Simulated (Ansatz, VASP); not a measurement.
This is a calculation of Re for VASP 6.6.1.

Contents of INCAR:

```
SYSTEM = Re
ALGO = Normal
EDIFF = 1E-6
ENCUT = 520
GGA = PE
ISIF = 2
ISMEAR = -1
IVDW = 12
LASPH = .True.
LCHARG = .False.
LREAL = .False.
LWAVE = .False.
NBANDS = 14
NELM = 80
PREC = Accurate
SIGMA = 0.05
```

File KPOINTS:

```
k-points
0
Gamma
  11 11 6
  0 0 0
```

Contents of POSCAR:

```
Re
1.0
    2.7790839766      0.0000000000      0.0000000000
   -1.3895419883      2.4067573230      0.0000000000
    0.0000000000      0.0000000000      4.4877253638
Re
2
Direct
    0.6666666667      0.3333333333      0.7500000000
    0.3333333333      0.6666666667      0.2500000000
```

Potentials or basis: VASP PAW PBE potentials, release 64 (Re).

Run with:

```sh
$ cat potpaw_PBE.64/Re/POTCAR > POTCAR
$ mpirun -np 1 vasp_std > vasp.out
```

**Question.** Set up the same calculation for Ansatz 0.2.0. Potentials there: Ansatz PAW.

**Answer.** As run (the cutoff follows the program's own potentials):

The input input.yaml:

```yaml
crystal:
  lattice:
    - [2.7790839766, 0.0, 0.0]
    - [-1.3895419883, 2.406757323, 0.0]
    - [0.0, 0.0, 4.4877253638]
  atoms:
    - { symbol: Re, position: [0.6666666667, 0.3333333333, 0.75] }
    - { symbol: Re, position: [0.3333333333, 0.6666666667, 0.25] }
hamiltonian:
  xc: pbe
  pseudopotentials: { kind: paw }
  dispersion: d3bj
kpoints:
  mp_grid: { grid: [11, 11, 6] }
scf:
  occupations: { method: fermi_dirac, width: 0.05 }
output:
  forces: true
  stress: true
  eigenvalues: true
```

Potentials or basis: Ansatz PAW.

The run is started by

```sh
$ ansatz run input.yaml --threads 2 --pin off --max-ram 5120MiB --backend cpu --events-out ev --progress --plain --runs-dir out
```

Both were run:

|  | VASP | Ansatz | Ansatz less VASP |
| --- | --- | --- | --- |
| gap on the k mesh at the Fermi level (eV) | none | none | - |
| pressure (GPa) | -9.0 | -8.5 | +0.55 |
| traceless stress, the component that is largest in VASP (GPa) | 0.09 | 0.23 | +0.139 |

A gap of «none» marks a metal or a gap that the smearing closes. VASP's potentials hold 14 valence electrons a cell and Ansatz's 30, so a difference there can come from the potentials and not from the codes.

Spin-orbit coupling is off throughout.
